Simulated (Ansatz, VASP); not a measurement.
Ag: VASP beside Ansatz

```
Ag
1.0
     2.82941    0.00000    0.00000
    -1.41471    2.45034    0.00000
     0.00000    0.00000    9.24611
Ag
4
Direct
  0.33333 0.66667 0.25000
  0.66667 0.33333 0.75000
  0.00000 0.00000 0.00000
  0.00000 0.00000 0.50000
```

Alike in both runs: functional LDA; k mesh 18 × 18 × 6; occupations gaussian, width 0.1 eV; no spin polarisation.

Ansatz relaxed the structure, and its values are those at the end. VASP's run is a single point on that final structure, the one shown.

|  | VASP | Ansatz |
| --- | --- | --- |
| version | VASP 6.6.1 | Ansatz 0.2.0 |
| potentials or method | VASP PAW LDA potentials, release 64 (Ag), cutoff 520 eV | scalar-relativistic, plane waves, PAW |
| valence electrons in the cell | 44 | 76 |

```tsv
	VASP	Ansatz	Ansatz less VASP
gap on the k mesh at the Fermi level (eV)	none	none	-
pressure (GPa)	0.1	0.0	-0.15
```

LDA's correlation is that of Perdew and Zunger in VASP and of Perdew and Wang (1992) in Ansatz. A gap of «none» marks a metal or a gap that the smearing closes. VASP's potentials hold 44 valence electrons a cell and Ansatz's 76, so a difference there can come from the potentials and not from the codes.
